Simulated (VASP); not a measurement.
**Al4N5: single point with LDA**

The system is Al4N5, a slab with vacuum.

```
CELL_PARAMETERS angstrom
3.08866 0.00000 0.00000
-1.54433 2.67486 0.00000
0.00000 0.00000 23.44174
ATOMIC_POSITIONS crystal
N 0.33333 0.66667 0.17064
N 0.66667 0.33333 0.27607
N 0.33333 0.66667 0.38377
N 0.66667 0.33333 0.48787
N 0.50000 0.00000 0.58377
Al 0.66667 0.33333 0.19552
Al 0.33333 0.66667 0.30095
Al 0.66667 0.33333 0.40416
Al 0.33333 0.66667 0.50942
```

```
Program             : VASP 6.6.1
Task                : single point
Functional          : LDA
Potentials or basis : VASP PAW LDA potentials, release 64 (N, Al)
Cutoff              : 520 eV
k mesh              : 9 × 9 × 1
Occupations         : gaussian, width 0.05 eV
Spin                : collinear spin
Starting moments    : [0.0, 0.0, 0.0, 0.0, 3.0, 0.0, 0.0, 0.0, 0.0] μB
```

| Quantity | Value |
| --- | --- |
| Largest force | 2.489 eV/Å |
| Net moment | 1.70 μB per cell |
| Site moments | N -0.36, -0.03, +0.01, +0.11, +1.44; Al +0.00, -0.00, +0.01 (each value once) μB |
| Valence electrons inside the program's atomic spheres | N 3.69, 3.83, 3.85, 3.36 (each value once); Al 0.84, 0.83, 0.85 (each value once) |

Forces in eV/Å, atoms in the order of the input:
```
N    0.000  0.001  2.098
N    0.000 -0.002  1.057
N    0.000 -0.004 -1.168
N    0.000  0.404 -1.697
N    0.000 -0.210  0.001
Al   0.000  0.000 -2.489
Al   0.000 -0.002 -0.406
Al   0.000 -0.005  1.274
Al   0.000 -0.182  1.331
```

Levels at points of the mesh, in eV from the Fermi level:
Spin up:
```csv
k point,band 17,band 18,band 19,band 20,band 21,band 22
"(0.00, 0.00, 0.00)",-0.17,0.01,0.10,0.10,3.68,4.89
```
Spin down:
```
           k point  band 14  band 15  band 16  band 17  band 18  band 19  band 20  band 21  band 22  band 23
(0.00, 0.00, 0.00)    -1.76    -1.18    -0.34    -0.34     0.47     2.91     2.92     3.77     5.04     5.39
```

Run time: 6.9 min on 1 thread of Intel(R) Xeon(R) 6975P-C (Granite Rapids), on a shared host, peak memory 0.4 GiB.
